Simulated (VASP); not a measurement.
A run of VASP 6.6.1 is set up as follows.

INCAR

```
SYSTEM = AlNi
PREC = Accurate ; ENCUT = 520
EDIFF = 1E-6 ; ISMEAR = 0
SIGMA = 0.15 ; LREAL = .False.
LASPH = .True. ; NELM = 100
ALGO = Fast ; ISIF = 2
LWAVE = .False. ; LCHARG = .False.
GGA = PE ; NBANDS = 28
```

KPOINTS

```
Automatic mesh
0
Gamma
  15 15 5
  0 0 0
```

POSCAR

```
AlNi
1.0
    0.0000000000     -2.8927237813      0.0000000000
    0.0000000000      0.0000000000     -2.8927237813
    9.8781713440     -0.7231809453     -0.7231809453
Al Ni
3 3
Direct
    0.8352774952     -0.1647225048      0.6588900194
    0.9816974995     -0.0183025005      0.0732100022
    0.9084874973     -0.0915125027      0.3660500108
    0.2986724941      0.2986724941      0.8053100237
    0.4450924984      0.4450924984      0.2196300065
    0.3718824962      0.3718824962      0.5124700151
```

Potentials or basis: VASP PAW PBE potentials, release 64 (Al, Ni).

Launch:

```console
$ cat potpaw_PBE.64/Al/POTCAR potpaw_PBE.64/Ni/POTCAR > POTCAR
$ mpirun -np 1 vasp_std > vasp.out
```

Task: What does it give for the largest force?

Result: 0.985 eV/Å.

Task: Predict the band gap on the k mesh.

Result: Zero (an odd number of electrons rules out a gap without spin polarisation).

Task: What does it give for the pressure?

Result: -5.8 GPa.

Stress tensor (GPa, compression positive):
```
-7.26  0.26  0.26
 0.26 -5.04  0.12
 0.26  0.12 -5.04
```

Caveat: the cell differs from its parent crystal (the part above a cut slid along it); the cell stands under tension. Spin polarisation is off, so any magnetic state and its effect on volume and gap are missing.
